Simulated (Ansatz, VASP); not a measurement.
LiF: VASP beside Ansatz

The input INCAR:

```
PREC = Accurate ; ENCUT = 520
EDIFF = 1E-6 ; ISMEAR = 0
SIGMA = 0.01 ; LREAL = F
LASPH = T ; NELM = 80
ALGO = Normal ; ISIF = 2
LWAVE = F ; LCHARG = T
GGA = PS ; LELF = T
LVHAR = T ; NBANDS = 12
```

File KPOINTS:

```
regular mesh
0
Gamma
  10 10 10
```

Contents of POSCAR:

```
LiF
1.0
    0.0000000000      2.1446105498      2.1446105498
    2.1446105498      0.0000000000      2.1446105498
    2.1446105498      2.1446105498      0.0000000000
Li F
1 1
Direct
    0.0000000000      0.0000000000      0.0000000000
    0.2500000000      0.2500000000      0.2500000000
```

Input for Ansatz:

```yaml
crystal:
  lattice:
    - [0.0, 2.1446105498, 2.1446105498]
    - [2.1446105498, 0.0, 2.1446105498]
    - [2.1446105498, 2.1446105498, 0.0]
  atoms:
    - { symbol: Li, position: [0.0, 0.0, 0.0] }
    - { symbol: F, position: [0.25, 0.25, 0.25] }
kpoints:
  mp_grid: { grid: [10, 10, 10] }
hamiltonian:
  xc: pbesol
scf:
  occupations: { method: fixed }
output:
  optics:
    e_range: [0.5, 10]
    de: 0.2
    sigma: 0.25
    scissors: 1.5
    scheme: gaussian
    bands: auto
```

Alike in both runs: task single point; functional PBEsol; k mesh 10 × 10 × 10; no spin polarisation.

|  | VASP | Ansatz |
| --- | --- | --- |
| version | VASP 6.6.1 | Ansatz 0.2.0 |
| potentials or method | VASP PAW PBE potentials, release 64 (Li_sv, F) | plane waves, PAW |
| plane-wave cutoff (eV) | 520 | 420 |
| occupations | gaussian, width 0.01 eV | fixed |
| valence electrons in the cell | 10 | 10 |

```csv
,VASP,Ansatz,Ansatz less VASP
gap on the k mesh at the Fermi level (eV),7.74,7.76,+0.012
```

VASP's potentials were made for PBE, not for PBEsol.

Noted on VASP's run: the cutoff is short for stress, so the pressure is rough.
